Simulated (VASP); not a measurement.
**ZnO: single point with PBE**

ZnO:

```
Zn O
1.0
     3.25509    0.00000    0.00000
    -1.62754    2.81899    0.00000
     0.00000    0.00000    5.25400
Zn O
2 2
Cartesian
  1.6275 0.9397 2.6303
  0.0000 1.8793 0.0033
  1.6275 0.9397 4.6219
  0.0000 1.8793 1.9949
```

- Program: VASP 6.6.1
- Task: single point
- Functional: PBE
- Potentials or basis: VASP PAW PBE potentials, release 64 (Zn, O)
- Cutoff: 520 eV
- k mesh: 12 × 12 × 6
- Occupations: gaussian, width 0.02 eV
- Spin: no spin polarisation
- Dipole correction: no
- Further INCAR settings: ALGO = Normal; EDIFF = 1e-07; NBANDS = 26

| Property | Result |
| --- | --- |
| Pressure | 4.0 GPa |
| Band gap on the k mesh | 0.76 eV, direct |

Levels at points of the mesh, in eV from the valence-band top:
```tsv
k point	band 16	band 17	band 18	band 19	band 20	band 21
(0.00, 0.00, 0.00)	-0.09	0.00	0.00	0.76	5.18	8.15
(0.50, 0.00, 0.00)	-2.22	-1.27	-0.82	5.72	6.85	7.55
(0.00, 0.00, 0.50)	-0.38	-0.38	-0.38	3.41	3.41	10.01
(0.50, 0.00, 0.50)	-1.48	-1.36	-1.36	5.68	5.68	8.35
```

Run time: 80 s on 1 thread of Intel(R) Xeon(R) Platinum 8488C (Sapphire Rapids), on a shared host, peak memory 0.21 GiB.
